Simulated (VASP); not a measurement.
# PtS2 (P-3m1) in VASP: a series of runs

PtS2 is run at these levels: PBEsol, r2SCAN; tasks: single point.

Everything below comes from runs of VASP 6.6.1. Logs are shortened: lines on timing, memory, paths and dates and some standing lists are left out, and cuts for length are marked.

## 1. The cell of the first run

Symmetry: P-3m1, No. 164, trigonal system. Conventional cell: a = 3.553 Å, b = 3.553 Å, c = 5.123 Å, α = 90.00°, β = 90.00°, γ = 120.00°. Within 3.2 Å of Pt (site symmetry -3m) lie 6 S at 2.39 Å. Within 3.2 Å of S (site symmetry 3m) lie 3 Pt at 2.39 Å and 3 S at 3.20 Å.

## 2. Single point, PBEsol

The input, INCAR:

```
SYSTEM = PtS2
PREC = Accurate
ENCUT = 500
EDIFF = 1E-6
ISMEAR = 0
SIGMA = 0.01
LREAL = .False.
LASPH = .True.
NELM = 120
ALGO = Normal
ISIF = 2
LWAVE = .False.
LCHARG = .False.
GGA = PS
NBANDS = 18
GGA_COMPAT = .False.
```

The input, KPOINTS:

```
Automatic mesh
0
Gamma
  6 6 4
  0 0 0
```

The input, POSCAR:

```
PtS2
1.0
    3.5526240935      0.0000000000      0.0000000000
   -1.7763120467      3.0766627150      0.0000000000
    0.0000000000      0.0000000000      5.1228306381
Pt S
1 2
Direct
    0.0000000000      0.0000000000      0.0000000000
    0.3333333333      0.6666666667      0.2392542164
    0.6666666667      0.3333333333      0.7607457836
```

Potentials or basis: VASP PAW PBE potentials, release 64 (Pt, S).

The run is started by

```console
$ cat potpaw_PBE.64/Pt/POTCAR potpaw_PBE.64/S/POTCAR > POTCAR
$ mpirun -np 1 vasp_std > vasp.out
```

OUTCAR:

```text
SYSTEM = PtS2
   PREC = Accurate
   ENCUT = 500
   EDIFF = 1E-6
   ISMEAR = 0
   LREAL = .False.
   LASPH = .True.
   NELM = 120
   ISIF = 2
   GGA = PS

 ion  position               nearest neighbor table
   1  0.000  0.000  0.000-   2 2.39   3 2.39   2 2.39   3 2.39   3 2.39   2 2.39
   2  0.333  0.667  0.239-   1 2.39   1 2.39   1 2.39
   3  0.667  0.333  0.761-   1 2.39   1 2.39   1 2.39

  LATTYP: Found a hexagonal cell.
 ALAT       =     3.5526240935
 C/A-ratio  =     1.4419849957

  Lattice vectors:

 A1 = (   3.5526240935,   0.0000000000,   0.0000000000)
 A2 = (  -1.7763120467,   3.0766627150,   0.0000000000)
 A3 = (   0.0000000000,   0.0000000000,   5.1228306381)

Analysis of symmetry for initial positions (statically):
=====================================================================
 Subroutine PRICEL returns:
 Original cell was already a primitive cell.

 Routine SETGRP: Setting up the symmetry group for a
 hexagonal supercell.

 Subroutine GETGRP returns: Found 12 space group operations
 (whereof 12 operations were pure point group operations)
 out of a pool of 24 trial point group operations.

The static configuration has the point symmetry D_3d.

Analysis of symmetry for dynamics (positions and initial velocities):
=====================================================================
 Subroutine PRICEL returns:
 Original cell was already a primitive cell.

 Routine SETGRP: Setting up the symmetry group for a
 hexagonal supercell.

 Subroutine GETGRP returns: Found 12 space group operations
 (whereof 12 operations were pure point group operations)
 out of a pool of 24 trial point group operations.

The dynamic configuration has the point symmetry D_3d.

 Subroutine INISYM returns: Found 12 space group operations
 (whereof 12 operations are pure point group operations),
 and found     1 'primitive' translations

----------------------------------------------------------------------------------------

                                     Primitive cell

  volume of cell :      55.9937

  direct lattice vectors                    reciprocal lattice vectors
     3.552624093  0.000000000  0.000000000     0.281482075  0.162513752  0.000000000
    -1.776312047  3.076662715  0.000000000     0.000000000  0.325027503  0.000000000
     0.000000000  0.000000000  5.122830638     0.000000000  0.000000000  0.195204579

  length of vectors
     3.552624093  3.552624093  5.122830638     0.325027503  0.325027503  0.195204579

  position of ions in fractional coordinates (direct lattice)
     0.000000000  0.000000000  0.000000000
     0.333333333  0.666666667  0.239254216
     0.666666667  0.333333333  0.760745784

  ion indices of the primitive-cell ions
   primitive index   ion index
                 1           1
                 2           2
                 3           3

----------------------------------------------------------------------------------------

 KPOINTS: Automatic mesh

Automatic generation of k-mesh.
 Grid dimensions read from file:
 generate k-points for:    6    6    4

 Generating k-lattice:

  Cartesian coordinates                     Fractional coordinates (reciprocal lattice)
     0.046913679  0.027085625  0.000000000     0.166666667  0.000000000  0.000000000
     0.000000000  0.054171251  0.000000000     0.000000000  0.166666667  0.000000000
     0.000000000  0.000000000  0.048801145     0.000000000  0.000000000  0.250000000

  Length of vectors
     0.054171251  0.054171251  0.048801145

  Shift w.r.t. Gamma in fractional coordinates (k-lattice)
     0.000000000  0.000000000  0.000000000

 Subroutine IBZKPT returns following result:
 ===========================================

 Found     24 irreducible k-points:

 Following reciprocal coordinates:
            Coordinates               Weight
  0.000000  0.000000  0.000000      1.000000
  0.166667  0.000000  0.000000      6.000000
  0.333333 -0.000000  0.000000      6.000000
  0.500000  0.000000  0.000000      3.000000
  0.166667  0.166667  0.000000      6.000000
  0.333333  0.166667  0.000000     12.000000
[... 16 lines left out ...]
  0.333333  0.166667  0.500000     12.000000
  0.333333  0.333333  0.500000      2.000000
   k-points           NKPTS =     24   k-points in BZ     NKDIM =     24   number of bands    NBANDS=     18
   number of dos      NEDOS =    301   number of ions     NIONS =      3
   total plane-waves  NPLWV =  31360
   dimension x,y,z NGX =    28 NGY =   28 NGZ =   40
   dimension x,y,z NGXF=    56 NGYF=   56 NGZF=   80
   ions per type =               1   2
   NGX,Y,Z   is equivalent  to a cutoff of  13.10, 13.10, 12.98 a.u.
   NGXF,Y,Z  is equivalent  to a cutoff of  26.21, 26.21, 25.96 a.u.
 SYSTEM =  PtS2
   PREC   = accura    normal or accurate (medium, high low for compatibility)
   ISTART =      0    job   : 0-new  1-cont  2-samecut
   ICHARG =      2    charge: 1-file 2-atom 10-const
   ISPIN  =      1    spin polarized calculation?
   LNONCOLLINEAR =      F non collinear calculations
   LSORBIT =      F    spin-orbit coupling
   LASPH  =      T    aspherical Exc in radial PAW
   ENCUT  =  500.0 eV  36.75 Ry    6.06 a.u.   6.48  6.48  9.34*2*pi/ulx,y,z
   NELM   =    120;   NELMIN=  2; NELMDL= -5     # of ELM steps
   EDIFF  = 0.1E-05   stopping-criterion for ELM
   LREAL  =      F    real-space projection
   EDIFFG = 0.1E-04   stopping-criterion for IOM
   NSW    =      0    number of steps for IOM
   IBRION =     -1    ionic relax: 0-MD 1-quasi-New 2-CG
   NFREE  =      0    steps in history (QN), initial steepest desc. (CG)
   ISIF   =      2    stress and relaxation
   ISYM   =      2    0-nonsym 1-usesym 2-fastsym
   POTIM  = 0.5000    time-step for ionic-motion
   TEBEG  =    0.0;   TEEND  =   0.0 temperature during run
   PSTRESS=    0.0 pullay stress
   NELECT =      22.0000    total number of electrons
   NUPDOWN=      -1.0000    fix difference up-down
   EMIN   =  10.00;   EMAX   =-10.00  energy-range for DOS
   EFERMI =   0.00;   METHOD = LEGACY
   ISMEAR =     0;   SIGMA  =   0.01  broadening in eV -4-tet -1-fermi 0-gaus
   EFERMI_NEDOS =   21; number of points for ismear=-14 and -15
   IALGO  =     38    algorithm
   IMIX   =      4    mixing-type and parameters
     AMIX     =   0.40;   BMIX     =  1.00
     AMIX_MAG =   1.60;   BMIX_MAG =  1.00
  volume/ion in A,a.u.               =      18.66       125.95
  Fermi-wavevector in a.u.,A,eV,Ry     =   1.199046  2.265869 19.561265  1.437712
  Thomas-Fermi vector in A             =   2.334919
   LORBIT       =      0    0 simple, 1 ext, 2 COOP (PROOUT), +10 PAW based schemes
   GGA     = PS    functional components
   LHFCALC =     F    Hartree Fock is set to
   AEXX    =    0.0000 exact exchange contribution
   IVDW    =     0    specifies the selected vdW correction
   LEPSILON=     F    determine dielectric tensor
   LRPA    =     F    only Hartree local field effects (RPA)
 non-spin polarized calculation
 Gauss-broadening in eV      SIGMA  =   0.01
  energy-cutoff  :      500.00
  volume of cell :       55.99
 maximum number of plane-waves:      1459
 NGX is ok and might be reduce to    28
   NGX = 13   NGY = 13   NGZ = 19

 number of electron      21.9999996 magnetization

 Free energy of the ion-electron system (eV)
  ---------------------------------------------------
  ext. energy  EPLUGINS =         0.00000000
  ---------------------------------------------------
  free energy    TOTEN  =       -16.98560432 eV

  energy without entropy =      -16.98560432  energy(sigma->0) =      -16.98560432

 E-fermi :   6.3922     XC(G=0): -10.7186

 val. band max:        6.3450960141   @ k =   0.0000   0.0000   0.0000
 cond. band min:       7.1330341152   @ k =   0.0000   0.3333   0.2500
 fundamental gap:      0.7879381010
 Fermi energy:         6.3921906800

 k-point     1 :       0.0000    0.0000    0.0000
  band No.  band energies     occupation
      1      -8.7907      2.00000
      2      -5.9385      2.00000
      3      -0.4898      2.00000
      4      -0.1383      2.00000
      5      -0.1383      2.00000
      6       2.6181      2.00000
[... 10 lines left out ...]
     17      14.3614      0.00000
     18      18.6565      0.00000

 k-point     2 :       0.1667    0.0000    0.0000
  band No.  band energies     occupation
      1      -8.4450      2.00000
      2      -6.0888      2.00000
      3      -0.1456      2.00000
      4       0.0716      2.00000
      5       0.1034      2.00000
      6       2.0403      2.00000
[... 10 lines left out ...]
     17      15.3288      0.00000
     18      16.2277      0.00000

 k-point     3 :       0.3333   -0.0000    0.0000
  band No.  band energies     occupation
      1      -7.5824      2.00000
      2      -6.3966      2.00000
      3      -0.0805      2.00000
      4       0.4289      2.00000
      5       0.9043      2.00000
      6       1.1378      2.00000
[... 10 lines left out ...]
     17      15.0879      0.00000
     18      15.7718      0.00000

 k-point     4 :       0.5000    0.0000    0.0000
  band No.  band energies     occupation
      1      -6.8867      2.00000
      2      -6.6822      2.00000
      3      -0.8848      2.00000
      4       0.5205      2.00000
      5       1.2383      2.00000
      6       2.1405      2.00000
[... 10 lines left out ...]
     17      14.4903      0.00000
     18      17.5124      0.00000

 k-point     5 :       0.1667    0.1667    0.0000
  band No.  band energies     occupation
      1      -7.8343      2.00000
      2      -6.3079      2.00000
      3       0.2406      2.00000
      4       0.4008      2.00000
      5       0.5309      2.00000
      6       1.3933      2.00000
[... 10 lines left out ...]
     17      15.0802      0.00000
     18      15.6597      0.00000

 k-point     6 :       0.3333    0.1667    0.0000
  band No.  band energies     occupation
      1      -7.0030      2.00000
      2      -6.5617      2.00000
      3      -0.4120      2.00000
      4       0.3706      2.00000
      5       1.1307      2.00000
      6       1.5864      2.00000
[... 10 lines left out ...]
     17      15.7355      0.00000
     18      16.1046      0.00000

 k-point     7 :       0.3333    0.3333    0.0000
  band No.  band energies     occupation
      1      -6.6499      2.00000
      2      -6.6499      2.00000
      3      -0.1750      2.00000
      4       0.3037      2.00000
      5       0.3037      2.00000
      6       1.9061      2.00000
[... 10 lines left out ...]
     17      15.5763      0.00000
     18      16.9780      0.00000

 k-point     8 :       0.0000    0.0000    0.2500
  band No.  band energies     occupation
      1      -8.6344      2.00000
      2      -6.3198      2.00000
      3      -0.1265      2.00000
      4      -0.1265      2.00000
      5       0.1254      2.00000
      6       2.6072      2.00000
[... 10 lines left out ...]
     17      14.2381      0.00000
     18      17.2182      0.00000
[... 229 lines left out ...]
     17      15.2223      0.00000
     18      15.2491      0.00000

 k-point    20 :       0.3333   -0.0000    0.5000
  band No.  band energies     occupation
      1      -7.3132      2.00000
      2      -6.6962      2.00000
      3      -0.4175      2.00000
      4       0.3657      2.00000
      5       0.4373      2.00000
      6       1.8903      2.00000
[... 10 lines left out ...]
     17      16.4602      0.00000
     18      16.7390      0.00000

 k-point    21 :       0.5000    0.0000    0.5000
  band No.  band energies     occupation
      1      -7.0085      2.00000
      2      -6.4693      2.00000
      3      -1.1148      2.00000
      4       0.4060      2.00000
      5       1.0462      2.00000
      6       1.5571      2.00000
[... 10 lines left out ...]
     17      16.5837      0.00000
     18      16.6933      0.00000

 k-point    22 :       0.1667    0.1667    0.5000
  band No.  band energies     occupation
      1      -7.5089      2.00000
      2      -6.7321      2.00000
      3      -0.2242      2.00000
      4       0.1542      2.00000
      5       1.0314      2.00000
      6       1.6902      2.00000
[... 10 lines left out ...]
     17      15.2337      0.00000
     18      15.5815      0.00000

 k-point    23 :       0.3333    0.1667    0.5000
  band No.  band energies     occupation
      1      -6.9016      2.00000
      2      -6.6205      2.00000
      3      -0.5962      2.00000
      4       0.1714      2.00000
      5       1.0080      2.00000
      6       1.8381      2.00000
[... 10 lines left out ...]
     17      15.2269      0.00000
     18      16.6251      0.00000

 k-point    24 :       0.3333    0.3333    0.5000
  band No.  band energies     occupation
      1      -6.6356      2.00000
      2      -6.6356      2.00000
      3       0.1108      2.00000
      4       0.1108      2.00000
      5       0.2299      2.00000
      6       2.0899      2.00000
[... 10 lines left out ...]
     17      14.2237      0.00000
     18      16.8806      0.00000

------------------------ aborting loop because EDIFF is reached ----------------------------------------

  FORCE on cell =-STRESS in cart. coord.  units (eV):
  Direction    XX          YY          ZZ          XY          YZ          ZX
  --------------------------------------------------------------------------------------
  -------------------------------------------------------------------------------------
  Total       -0.4789141     -0.4789141     -0.7268404     -0.0000000      0.0000000      0.0000000
  in kB      -13.7034226    -13.7034226    -20.7974697     -0.0000000      0.0000000      0.0000000
  external PRESSURE =     -16.0681049 kB  Pullay stress =       0.0000000 kB

 VOLUME and BASIS-vectors are now :
 -----------------------------------------------------------------------------
  energy-cutoff  :      500.00
  volume of cell :       55.99
      direct lattice vectors                 reciprocal lattice vectors
     3.552624093  0.000000000  0.000000000     0.281482075  0.162513752  0.000000000
    -1.776312047  3.076662715  0.000000000     0.000000000  0.325027503  0.000000000
     0.000000000  0.000000000  5.122830638     0.000000000  0.000000000  0.195204579

 POSITION                                       TOTAL-FORCE (eV/Angst)
 -----------------------------------------------------------------------------------
      0.00000      0.00000      0.00000        -0.000000      0.000000      0.000000
     -0.00000      2.05111      1.22566         0.000000     -0.000000     -0.231246
      1.77631      1.02555      3.89717        -0.000000      0.000000      0.231246
 -----------------------------------------------------------------------------------
    total drift:                               -0.000000     -0.000000     -0.000000

  FREE ENERGIE OF THE ION-ELECTRON SYSTEM (eV)
  ---------------------------------------------------
  free  energy   TOTEN  =       -16.9856043197 eV

  energy  without entropy=      -16.9856043197  energy(sigma->0) =      -16.98560432
```

Wall time 11 s (1 thread of Intel Xeon 6975P-C (Granite Rapids), shared host); peak memory 0.18 GiB.

Results:

```
Free energy            : -16.9856 eV
Pressure               : -1.6 GPa
Largest force          : 0.231 eV/Å
Band gap on the k mesh : 0.79 eV, indirect (least direct gap 1.36 eV)
```

Forces in eV/Å, atoms in the order of the input:
```
Pt   0.000  0.000  0.000
S    0.000  0.000 -0.231
S    0.000  0.000  0.231
```

Stress tensor (GPa, compression positive):
```
-1.37  0.00  0.00
 0.00 -1.37  0.00
 0.00  0.00 -2.08
```

Caveat: the PAW data sets were made with another functional, which shifts forces and pressure a little; spin-orbit coupling is left out, which moves the levels of the heavy elements. A k mesh can miss the band edges.

## 3. Single point, r2SCAN

POSCAR is that of step 2.

The input, INCAR.step1:

```
PREC = Accurate
ENCUT = 550
ISMEAR = 0
SIGMA = 0.01
LREAL = False
LASPH = True
NELM = 120
NBANDS = 18
GGA = PE
ALGO = Normal
EDIFF = 1E-5
LWAVE = True
LCHARG = False
GGA_COMPAT = False
```

The input, INCAR.step2:

```
PREC = Accurate
ENCUT = 550
EDIFF = 1E-6
ISMEAR = 0
SIGMA = 0.01
LREAL = False
LASPH = True
NELM = 120
ALGO = Normal
ISIF = 2
LWAVE = False
LCHARG = True
METAGGA = R2SCAN
LMIXTAU = True
LELF = True
LVHAR = True
NBANDS = 18
ISTART = 1
GGA_COMPAT = False
```

The input, KPOINTS:

```
regular mesh
0
Gamma
  6 6 4
```

Potentials or basis: VASP PAW PBE potentials, release 64 (Pt, S).

The run is started by

```console
$ cat potpaw_PBE.64/Pt/POTCAR potpaw_PBE.64/S/POTCAR > POTCAR
$ cp INCAR.step1 INCAR
$ mpirun -np 1 vasp_std > vasp.out
$ cp INCAR.step2 INCAR
$ mpirun -np 1 vasp_std > vasp.out
```

It took 48 s on 1 thread of Intel Xeon 6975P-C (Granite Rapids), shared host; peak memory 0.18 GiB.

Results (log left out):

```yaml
Free_energy: -68.8493 eV
Pressure: 1.3 GPa
Largest_force: 0.048 eV/Å
Band_gap_on_the_k_mesh: 0.98 eV, indirect (least direct gap 1.59 eV)
```

Forces in eV/Å, atoms in the order of the input:
```
Pt   0.000  0.000  0.000
S    0.000  0.000 -0.048
S    0.000  0.000  0.048
```

Stress tensor (GPa, compression positive):
```
1.23 0.00 0.00
0.00 1.23 0.00
0.00 0.00 1.31
```

Levels at points of the mesh, in eV from the valence-band top:
| k point | band 9 | band 10 | band 11 | band 12 | band 13 | band 14 |
| --- | --- | --- | --- | --- | --- | --- |
| (0.00, 0.00, 0.00) | -1.07 | -1.07 | 0.00 | 2.29 | 2.29 | 5.22 |
| (0.50, 0.00, 0.00) | -3.20 | -3.08 | -2.48 | 1.73 | 2.75 | 5.81 |
| (0.00, 0.00, 0.50) | -1.31 | -1.31 | -1.11 | 2.82 | 2.82 | 6.05 |
| (0.50, 0.00, 0.50) | -2.80 | -2.80 | -1.46 | 1.91 | 2.42 | 5.48 |

Caveat: the PAW data sets were made with another functional, which shifts forces and pressure a little; spin-orbit coupling is left out, which moves the levels of the heavy elements. r2SCAN opens gaps a little over a GGA but as a rule still falls short of measured ones.
